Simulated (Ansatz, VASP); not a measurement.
**AlP in VASP and in Ansatz**

```
Al P
1.0
     0.00000    2.71685    2.71685
     2.71685    0.00000    2.71685
     2.71685    2.71685    0.00000
Al P
1 1
Direct
  0.00000 0.00000 0.00000
  0.25000 0.25000 0.25000
```

Alike in both runs: functional LDA; k mesh 8 × 8 × 8; occupations gaussian, width 0.02 eV; no spin polarisation.

Ansatz relaxed the structure, and its values are those at the end. VASP's run is a single point on that final structure, the one shown.

|  | VASP | Ansatz |
| --- | --- | --- |
| version | VASP 6.6.1 | Ansatz 0.2.0 |
| potentials or method | VASP PAW LDA potentials, release 64 (Al, P), cutoff 500 eV | scalar-relativistic, plane waves, PAW |
| valence electrons in the cell | 8 | 8 |

Ansatz gave:

```
gap on the k mesh at the Fermi level (eV) : 1.42
least direct gap on the mesh (eV)         : 3.23
pressure (GPa)                            : 0.0
```

Estimate VASP's values.

gap on the k mesh at the Fermi level (eV): 1.41; least direct gap on the mesh (eV): 3.24; pressure (GPa): 0.1.

Ansatz warns that its potentials were made for another functional, while VASP's fit it. LDA's correlation is that of Perdew and Zunger in VASP and of Perdew and Wang (1992) in Ansatz.
